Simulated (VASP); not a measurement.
A run of VASP 6.6.1 is set up as follows.

The input POSCAR:

```
Sb
1.0
   -1.7227677635      1.7227677635      2.6209398324
    1.7227677635     -1.7227677635      2.6209398324
    1.7227677635      1.7227677635     -2.6209398324
Sb
1
Direct
    0.0000000000      0.0000000000      0.0000000000
```

File INCAR.step1:

```
PREC     = Accurate       # precision mode
ENCUT    = 600            # plane-wave cutoff, eV
ISMEAR   = 0              # smearing method
SIGMA    = 0.1            # smearing width, eV
LREAL    = False          # projectors in reciprocal space
LASPH    = True           # aspherical terms in the spheres
NELM     = 60             # most SCF steps
GGA      = PE             # functional
ALGO     = Normal         # electronic algorithm
EDIFF    = 1E-4           # SCF threshold, eV
LWAVE    = True           # write WAVECAR
LCHARG   = False          # write CHGCAR
```

INCAR.step2

```
PREC     = Accurate       # precision mode
ENCUT    = 600            # plane-wave cutoff, eV
EDIFF    = 1E-6           # SCF threshold, eV
ISMEAR   = 0              # smearing method
SIGMA    = 0.1            # smearing width, eV
LREAL    = False          # projectors in reciprocal space
LASPH    = True           # aspherical terms in the spheres
NELM     = 60             # most SCF steps
ALGO     = Normal         # electronic algorithm
ISIF     = 3              # what is computed and relaxed
LWAVE    = False          # write WAVECAR
LCHARG   = False          # write CHGCAR
METAGGA  = R2SCAN         # meta-GGA
LMIXTAU  = True         
IBRION   = 2              # ionic algorithm
NSW      = 90             # ionic steps
EDIFFG   = -0.04          # ionic threshold
ISTART   = 1
```

The input KPOINTS:

```
Automatic mesh
0
Gamma
  8 8 8
```

Potentials or basis: VASP PAW PBE potentials, release 64 (Sb).

Launch:

```sh
$ cat potpaw_PBE.64/Sb/POTCAR > POTCAR
$ cp INCAR.step1 INCAR
$ mpirun -np 1 vasp_std > vasp.out
$ cp INCAR.step2 INCAR
$ mpirun -np 1 vasp_std > vasp.out
```

Question: Predict the space group after relaxing (to 0.05 Å).

Answer: I4/mmm (No. 139).

Question: Predict the relaxed cell.

Answer: a = 3.662 Å, b = 3.662 Å, c = 3.662 Å, α = 130.18°, β = 130.18°, γ = 73.12°.

Final structure:
```yaml
crystal:
  lattice:
    - [-1.54261, 1.54261, 2.94177]
    - [1.54261, -1.54261, 2.94177]
    - [1.54261, 1.54261, -2.94177]
  atoms:
    - { symbol: Sb, position: [0.00000, 0.00000, 0.00000] }
```
